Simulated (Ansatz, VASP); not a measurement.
## Lu in VASP and in Ansatz

Contents of INCAR:

```
ALGO = Fast
EDIFF = 1E-6
EDIFFG = -0.01
ENCUT = 600
GGA = PE
IBRION = 2
ISIF = 3
ISMEAR = 0
LASPH = True
LCHARG = False
LREAL = False
LWAVE = False
NELM = 100
NSW = 100
PREC = Accurate
SIGMA = 0.1
```

Contents of KPOINTS:

```
k-points
0
Gamma
  18 18 18
```

POSCAR

```
Lu
1.0
    3.2326191416      0.0000000000      0.0000000000
    0.0000000000      3.2326191416      0.0000000000
    0.0000000000      0.0000000000      3.2326191416
Lu
1
Direct
    0.5000000000      0.5000000000      0.5000000000
```

Input for Ansatz:

```yaml
crystal:
  lattice:
    - [3.2326191416, 0.0, 0.0]
    - [0.0, 3.2326191416, 0.0]
    - [0.0, 0.0, 3.2326191416]
  atoms:
    - { symbol: Lu, position: [0.5, 0.5, 0.5] }
basis:
  ecutwfc: 420
kpoints:
  mp_grid: { grid: [18, 18, 18] }
hamiltonian:
  xc: pbe
scf:
  occupations: { method: gaussian, width: 0.1 }
output:
  forces: true
  stress: true
  eigenvalues: true
  write_density: true
  write_potential: true
  elf: true
  volumetric_format: npy
relax:
  adjacent_minimum: "off"
  f_tol: 0.01
  max_steps: 80
  cell: { stress_tol: 0.05 }
```

Alike in both runs: task relaxation of cell and atoms; functional PBE; k mesh 18 × 18 × 18; occupations gaussian, width 0.1 eV; no spin polarisation.

```csv
,VASP,Ansatz
version,VASP 6.6.1,Ansatz 0.2.0
potentials or method,"VASP PAW PBE potentials, release 64 (Lu), cutoff 600 eV","scalar-relativistic, plane waves, PAW"
valence electrons in the cell,25,25
```

|  | VASP | Ansatz | Ansatz less VASP |
| --- | --- | --- | --- |
| gap on the k mesh at the Fermi level, each at its own relaxed structure (eV) | none | none | - |
| relaxed volume (Å³/atom) | 33.12 | 32.95 | -0.163 |
| relaxed cell length with the largest relative difference (Å) | 3.211 | 3.206 | -0.0053 |

A gap of «none» marks a metal or a gap that the smearing closes.

Neither program's run includes spin-orbit coupling.
